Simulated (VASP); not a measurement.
# MgO (P1) in VASP: further runs

MgO is run at these levels: PBEsol; tasks: single point.

Everything below comes from runs of VASP 6.6.1. Logs are shortened: lines on timing, memory, paths and dates and some standing lists are left out, and cuts for length are marked.

## Step 1: The cell of the first run

The typed cell holds 8 atoms: a = 3.255 Å, b = 3.255 Å, c = 10.415 Å, α = 90.00°, β = 90.00°, γ = 120.00°.

## Step 2: Single point, PBEsol (atom 6 (O) moved by -0.650 Å along [1 0 0] and +0.130 Å along [0 0 1])

INCAR reads:

```
ALGO = Normal
EDIFF = 1E-6
ENCUT = 520
GGA = PS
ISIF = 2
ISMEAR = 0
LASPH = True
LCHARG = False
LREAL = False
LWAVE = False
NBANDS = 26
NELM = 100
PREC = Accurate
SIGMA = 0.05
```

KPOINTS reads:

```
k-points
0
Gamma
  9 9 4
```

POSCAR reads:

```
MgO
1.0
    3.2553371795      0.0000000000      0.0000000000
   -1.6276685897      2.8192046953      0.0000000000
    0.0000000000      0.0000000000     10.4149514991
Mg O
4 4
Direct
    0.3333333333      0.6666666667      0.9695963559
    0.0000000000      0.0000000000      0.2209473890
    0.0000000000      0.0000000000      0.7209473890
    0.6666666667      0.3333333333      0.4695963559
    0.3333333333      0.6666666667      0.7799156657
   -0.1996720967      0.0000000000      0.5420208246
    0.0000000000      0.0000000000      0.0295387694
    0.6666666667      0.3333333333      0.2799156657
```

Potentials or basis: VASP PAW PBE potentials, release 64 (Mg, O).

Launch:

```
> cat potpaw_PBE.64/Mg/POTCAR potpaw_PBE.64/O/POTCAR > POTCAR
> mpirun -np 1 vasp_std > vasp.out
```

OUTCAR:

```text
EDIFF = 1E-6
   ENCUT = 520
   GGA = PS
   ISIF = 2
   ISMEAR = 0
   LASPH = True
   LREAL = False
   NELM = 100
   PREC = Accurate

 ion  position               nearest neighbor table
   1  0.333  0.667  0.970-   5 1.98   7 1.98   7 1.98   7 1.98   3 3.20   3 3.20   3 3.20   2 3.22
                             2 3.22   2 3.22
   2  0.000  0.000  0.221-   8 1.98   8 1.98   8 1.98   7 1.99   4 3.20   4 3.20   4 3.20   1 3.22
                             1 3.22   1 3.22
   3  0.000  0.000  0.721-   6 1.97   5 1.98   5 1.98   5 1.98   1 3.20   1 3.20   1 3.20   4 3.22
                             4 3.22   4 3.22
   4  0.667  0.333  0.470-   6 1.55   8 1.98   6 2.13   6 2.58   2 3.20   2 3.20   2 3.20   3 3.22
                             3 3.22   3 3.22
   5  0.333  0.667  0.780-   1 1.98   3 1.98   3 1.98   3 1.98
   6  0.800  0.000  0.542-   4 1.55   3 1.97   4 2.13   4 2.58
   7  0.000  0.000  0.030-   1 1.98   1 1.98   1 1.98   2 1.99
   8  0.667  0.333  0.280-   4 1.98   2 1.98   2 1.98   2 1.98

  LATTYP: Found a hexagonal cell.
 ALAT       =     3.2553371795
 C/A-ratio  =     3.1993464655

  Lattice vectors:

 A1 = (   3.2553371795,   0.0000000000,   0.0000000000)
 A2 = (  -1.6276685897,   2.8192046953,   0.0000000000)
 A3 = (   0.0000000000,   0.0000000000,  10.4149514991)

Analysis of symmetry for initial positions (statically):
=====================================================================
 Subroutine PRICEL returns:
 Original cell was already a primitive cell.

 Routine SETGRP: Setting up the symmetry group for a
 hexagonal supercell.

 Subroutine GETGRP returns: Found  1 space group operations
 (whereof  1 operations were pure point group operations)
 out of a pool of 24 trial point group operations.

The static configuration has the point symmetry C_1 .

Analysis of symmetry for dynamics (positions and initial velocities):
=====================================================================
 Subroutine PRICEL returns:
 Original cell was already a primitive cell.

 Routine SETGRP: Setting up the symmetry group for a
 hexagonal supercell.

 Subroutine GETGRP returns: Found  1 space group operations
 (whereof  1 operations were pure point group operations)
 out of a pool of 24 trial point group operations.

The dynamic configuration has the point symmetry C_1 .

 Subroutine INISYM returns: Found  1 space group operations
 (whereof  1 operations are pure point group operations),
 and found     1 'primitive' translations

----------------------------------------------------------------------------------------

                                     Primitive cell

  volume of cell :      95.5828

  direct lattice vectors                    reciprocal lattice vectors
     3.255337180  0.000000000  0.000000000     0.307187841  0.177354983  0.000000000
    -1.627668590  2.819204695  0.000000000     0.000000000  0.354709965  0.000000000
     0.000000000  0.000000000 10.414951499     0.000000000  0.000000000  0.096015810

  length of vectors
     3.255337180  3.255337179 10.414951499     0.354709965  0.354709965  0.096015810

  position of ions in fractional coordinates (direct lattice)
     0.333333333  0.666666667  0.969596356
     0.000000000  0.000000000  0.220947389
     0.000000000  0.000000000  0.720947389
     0.666666667  0.333333333  0.469596356
     0.333333333  0.666666667  0.779915666
     0.800327903  0.000000000  0.542020825
     0.000000000  0.000000000  0.029538769
     0.666666667  0.333333333  0.279915666

  ion indices of the primitive-cell ions
   primitive index   ion index
                 1           1
                 2           2
                 3           3
                 4           4
                 5           5
                 6           6
                 7           7
                 8           8

----------------------------------------------------------------------------------------

 KPOINTS: k-points

Automatic generation of k-mesh.
 Grid dimensions read from file:
 generate k-points for:    9    9    4

 Generating k-lattice:

  Cartesian coordinates                     Fractional coordinates (reciprocal lattice)
     0.034131982  0.019706109  0.000000000     0.111111111  0.000000000  0.000000000
     0.000000000  0.039412218  0.000000000     0.000000000  0.111111111  0.000000000
     0.000000000  0.000000000  0.024003952     0.000000000  0.000000000  0.250000000

  Length of vectors
     0.039412218  0.039412218  0.024003952

  Shift w.r.t. Gamma in fractional coordinates (k-lattice)
     0.000000000  0.000000000  0.000000000

 Subroutine IBZKPT returns following result:
 ===========================================

 Found    163 irreducible k-points:

 Following reciprocal coordinates:
            Coordinates               Weight
  0.000000  0.000000  0.000000      1.000000
  0.111111  0.000000  0.000000      2.000000
  0.000000  0.111111  0.000000      2.000000
 -0.111111  0.111111  0.000000      2.000000
  0.222222 -0.000000  0.000000      2.000000
  0.000000  0.222222  0.000000      2.000000
[... 16 lines left out ...]
  0.333333  0.111111  0.000000      2.000000
 -0.111111  0.444444  0.000000      2.000000
 [... further k-points ...]
   k-points           NKPTS =    163   k-points in BZ     NKDIM =    163   number of bands    NBANDS=     26
   number of dos      NEDOS =    301   number of ions     NIONS =      8
   total plane-waves  NPLWV =  46080
   dimension x,y,z NGX =    24 NGY =   24 NGZ =   80
   dimension x,y,z NGXF=    48 NGYF=   48 NGZF=  160
   ions per type =               4   4
   NGX,Y,Z   is equivalent  to a cutoff of  12.26, 12.26, 12.77 a.u.
   NGXF,Y,Z  is equivalent  to a cutoff of  24.51, 24.51, 25.54 a.u.
 SYSTEM =  unknown system
   PREC   = accura    normal or accurate (medium, high low for compatibility)
   ISTART =      0    job   : 0-new  1-cont  2-samecut
   ICHARG =      2    charge: 1-file 2-atom 10-const
   ISPIN  =      1    spin polarized calculation?
   LNONCOLLINEAR =      F non collinear calculations
   LSORBIT =      F    spin-orbit coupling
   LASPH  =      T    aspherical Exc in radial PAW
   ENCUT  =  520.0 eV  38.22 Ry    6.18 a.u.   6.05  6.05 19.36*2*pi/ulx,y,z
   NELM   =    100;   NELMIN=  2; NELMDL= -5     # of ELM steps
   EDIFF  = 0.1E-05   stopping-criterion for ELM
   LREAL  =      F    real-space projection
   EDIFFG = 0.1E-04   stopping-criterion for IOM
   NSW    =      0    number of steps for IOM
   IBRION =     -1    ionic relax: 0-MD 1-quasi-New 2-CG
   NFREE  =      0    steps in history (QN), initial steepest desc. (CG)
   ISIF   =      2    stress and relaxation
   ISYM   =      2    0-nonsym 1-usesym 2-fastsym
   POTIM  = 0.5000    time-step for ionic-motion
   TEBEG  =    0.0;   TEEND  =   0.0 temperature during run
   PSTRESS=    0.0 pullay stress
   NELECT =      32.0000    total number of electrons
   NUPDOWN=      -1.0000    fix difference up-down
   EMIN   =  10.00;   EMAX   =-10.00  energy-range for DOS
   EFERMI =   0.00;   METHOD = LEGACY
   ISMEAR =     0;   SIGMA  =   0.05  broadening in eV -4-tet -1-fermi 0-gaus
   EFERMI_NEDOS =   21; number of points for ismear=-14 and -15
   IALGO  =     38    algorithm
   IMIX   =      4    mixing-type and parameters
     AMIX     =   0.40;   BMIX     =  1.00
     AMIX_MAG =   1.60;   BMIX_MAG =  1.00
  volume/ion in A,a.u.               =      11.95        80.63
  Fermi-wavevector in a.u.,A,eV,Ry     =   1.136750  2.148146 17.581449  1.292200
  Thomas-Fermi vector in A             =   2.273455
   LORBIT       =      0    0 simple, 1 ext, 2 COOP (PROOUT), +10 PAW based schemes
   GGA     = PS    functional components
   LHFCALC =     F    Hartree Fock is set to
   AEXX    =    0.0000 exact exchange contribution
   IVDW    =     0    specifies the selected vdW correction
   LEPSILON=     F    determine dielectric tensor
   LRPA    =     F    only Hartree local field effects (RPA)
 non-spin polarized calculation
 Gauss-broadening in eV      SIGMA  =   0.05
  energy-cutoff  :      520.00
  volume of cell :       95.58
 maximum number of plane-waves:      2616
   NGX = 13   NGY = 13   NGZ = 39

 number of electron      32.0000015 magnetization

 Free energy of the ion-electron system (eV)
  ---------------------------------------------------
  ext. energy  EPLUGINS =         0.00000000
  ---------------------------------------------------
  free energy    TOTEN  =       -46.73925615 eV

  energy without entropy =      -46.73925615  energy(sigma->0) =      -46.73925615

 E-fermi :   1.4082     XC(G=0):  -9.9152

 val. band max:        1.1910636686   @ k =   0.0000   0.0000   0.0000
 cond. band min:       3.9503575008   @ k =   0.0000   0.0000   0.0000
 fundamental gap:      2.7592938322
 Fermi energy:         1.4082346149

 k-point     1 :       0.0000    0.0000    0.0000
  band No.  band energies     occupation
      1     -15.3732      2.00000
      2     -14.8474      2.00000
      3     -14.8060      2.00000
      4     -14.2361      2.00000
      5      -2.4798      2.00000
      6      -1.2208      2.00000
[... 18 lines left out ...]
     25      15.1872      0.00000
     26      15.5652      0.00000

 k-point     2 :       0.1111    0.0000    0.0000
  band No.  band energies     occupation
      1     -15.3172      2.00000
      2     -14.7974      2.00000
      3     -14.7582      2.00000
      4     -14.2038      2.00000
      5      -2.3572      2.00000
      6      -1.2600      2.00000
[... 18 lines left out ...]
     25      14.6667      0.00000
     26      14.9824      0.00000

 k-point     3 :       0.0000    0.1111    0.0000
  band No.  band energies     occupation
      1     -15.3161      2.00000
      2     -14.7984      2.00000
      3     -14.7563      2.00000
      4     -14.2024      2.00000
      5      -2.3550      2.00000
      6      -1.2716      2.00000
[... 18 lines left out ...]
     25      14.7895      0.00000
     26      14.9964      0.00000

 k-point     4 :      -0.1111    0.1111    0.0000
  band No.  band energies     occupation
      1     -15.3158      2.00000
      2     -14.7993      2.00000
      3     -14.7570      2.00000
      4     -14.2005      2.00000
      5      -2.3569      2.00000
      6      -1.2744      2.00000
[... 18 lines left out ...]
     25      14.9099      0.00000
     26      15.2377      0.00000

 k-point     5 :       0.2222   -0.0000    0.0000
  band No.  band energies     occupation
      1     -15.1710      2.00000
      2     -14.6692      2.00000
      3     -14.6316      2.00000
      4     -14.1225      2.00000
      5      -2.0272      2.00000
      6      -1.5618      2.00000
[... 18 lines left out ...]
     25      13.8670      0.00000
     26      14.2929      0.00000

 k-point     6 :       0.0000    0.2222    0.0000
  band No.  band energies     occupation
      1     -15.1669      2.00000
      2     -14.6718      2.00000
      3     -14.6260      2.00000
      4     -14.1168      2.00000
      5      -2.0189      2.00000
      6      -1.5898      2.00000
[... 427 lines left out ...]
 k-point    21 :       0.1111    0.2222    0.0000
  band No.  band energies     occupation
      1     -15.0513      2.00000
      2     -14.5713      2.00000
      3     -14.5220      2.00000
      4     -14.0575      2.00000
      5      -1.8653      2.00000
      6      -1.7873      2.00000
[... 18 lines left out ...]
     25      13.4868      0.00000
     26      13.8909      0.00000

 k-point    22 :       0.3333   -0.1111    0.0000
  band No.  band energies     occupation
      1     -15.0533      2.00000
      2     -14.5706      2.00000
      3     -14.5314      2.00000
      4     -14.0545      2.00000
      5      -1.8537      2.00000
      6      -1.7797      2.00000
[... 18 lines left out ...]
     25      13.4654      0.00000
     26      13.7914      0.00000

 k-point    23 :       0.3333    0.1111    0.0000
  band No.  band energies     occupation
      1     -14.9071      2.00000
      2     -14.4486      2.00000
      3     -14.3862      2.00000
      4     -13.9891      2.00000
      5      -2.2724      2.00000
      6      -1.9021      2.00000
[... 18 lines left out ...]
     25      13.1839      0.00000
     26      13.7990      0.00000

 k-point    24 :      -0.1111    0.4444    0.0000
  band No.  band energies     occupation
      1     -14.8963      2.00000
      2     -14.4486      2.00000
      3     -14.3895      2.00000
      4     -13.9681      2.00000
      5      -2.2816      2.00000
      6      -1.9142      2.00000
[... 18 lines left out ...]
     25      13.0087      0.00000
     26      13.9638      0.00000

 [... further k-points ...]
[... 5 lines left out ...]
  --------------------------------------------------------------------------------------
  -------------------------------------------------------------------------------------
  Total        5.0578841      5.1033570      4.3236499     -5.8098855     -5.9438823      5.3886540
  in kB       84.7812111     85.5434362     72.4738387    -97.3864016    -99.6324802     90.3256393
  external PRESSURE =      80.9328287 kB  Pullay stress =       0.0000000 kB

 VOLUME and BASIS-vectors are now :
 -----------------------------------------------------------------------------
  energy-cutoff  :      520.00
  volume of cell :       95.58
      direct lattice vectors                 reciprocal lattice vectors
     3.255337180  0.000000000  0.000000000     0.307187841  0.177354983  0.000000000
    -1.627668590  2.819204695  0.000000000     0.000000000  0.354709965  0.000000000
     0.000000000  0.000000000 10.414951499     0.000000000  0.000000000  0.096015810

 POSITION                                       TOTAL-FORCE (eV/Angst)
 -----------------------------------------------------------------------------------
     -0.00000      1.87947     10.09830        -0.004346     -0.004781     -0.293150
      0.00000      0.00000      2.30116        -0.040867     -0.000886     -0.350670
      0.00000      0.00000      7.50863        -0.211410     -0.005666      0.118275
      1.62767      0.93973      4.89082        -7.640362      7.143288     -4.542797
     -0.00000      1.87947      8.12278        -0.142061     -0.139835      0.440112
      2.60534      0.00000      5.64512         8.132958     -7.052263      4.064000
      0.00000      0.00000      0.30764         0.001393     -0.000883      0.311652
      1.62767      0.93973      2.91531        -0.095305      0.061025      0.252577
 -----------------------------------------------------------------------------------
    total drift:                                0.000051      0.000124     -0.001414

  FREE ENERGIE OF THE ION-ELECTRON SYSTEM (eV)
  ---------------------------------------------------
  free  energy   TOTEN  =       -46.7392561457 eV

  energy  without entropy=      -46.7392561457  energy(sigma->0) =      -46.73925615
```

It took 2.2 min on 1 thread of Intel Xeon Platinum 8481C at 2.70GHz (Sapphire Rapids), shared host; peak memory 0.43 GiB.

What came out:

```
Free energy            : -46.7393 eV
Pressure               : 8.1 GPa
Largest force          : 11.506 eV/Å
Band gap on the k mesh : 2.76 eV, direct
```

Forces in eV/Å, atoms in the order of the input:
```
Mg  -0.004 -0.005 -0.293
Mg  -0.041 -0.001 -0.351
Mg  -0.211 -0.006  0.118
Mg  -7.640  7.143 -4.543
O   -0.142 -0.140  0.440
O    8.133 -7.052  4.064
O    0.001 -0.001  0.312
O   -0.095  0.061  0.253
```

Levels at points of the mesh, in eV from the valence-band top:
| k point | band 12 | band 13 | band 14 | band 15 | band 16 | band 17 | band 18 | band 19 | band 20 | band 21 |
| --- | --- | --- | --- | --- | --- | --- | --- | --- | --- | --- |
| (0.00, 0.00, 0.00) | -0.70 | -0.47 | -0.36 | -0.29 | 0.00 | 2.76 | 5.09 | 5.37 | 7.91 | 9.07 |
| (0.00, 0.00, 0.50) | -0.70 | -0.70 | -0.38 | -0.29 | -0.05 | 3.33 | 3.98 | 6.75 | 6.81 | 10.22 |

Caveat: the cell differs from its parent crystal (atom 6 (O) moved by -0.650 Å along [1 0 0] and +0.130 Å along [0 0 1]); the PAW data sets were made with another functional, which shifts forces and pressure a little.

[end of part 1 of 2]
